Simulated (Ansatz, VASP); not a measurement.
**Pt in VASP and in Ansatz**

```
Pt
1.0
     0.00000    1.94683    2.08311
     1.89329    0.00000    2.08311
     1.89329    1.94683    0.00000
Pt
1
Direct
  0.00000 0.00000 0.00000
```

Change from the starting cell: normal strain along x -0.0275, normal strain along z +0.0700.

Alike in both runs: task single point; functional LDA; k mesh 20 × 20 × 20; occupations gaussian, width 0.15 eV; no spin polarisation.

|  | VASP | Ansatz |
| --- | --- | --- |
| version | VASP 6.6.1 | Ansatz 0.2.0 |
| potentials or method | VASP PAW LDA potentials, release 64 (Pt), cutoff 520 eV | scalar-relativistic, plane waves, PAW |
| valence electrons in the cell | 10 | 18 |

|  | VASP | Ansatz | Ansatz less VASP |
| --- | --- | --- | --- |
| gap on the k mesh at the Fermi level (eV) | none | none | - |
| pressure (GPa) | -9.3 | -10.0 | -0.65 |
| traceless stress, the component that is largest in VASP (GPa) | -6.04 | -6.02 | +0.017 |

LDA's correlation is that of Perdew and Zunger in VASP and of Perdew and Wang (1992) in Ansatz. A gap of «none» marks a metal or a gap that the smearing closes. VASP's potentials hold 10 valence electrons a cell and Ansatz's 18, so a difference there can come from the potentials and not from the codes.

Spin-orbit coupling is off throughout.
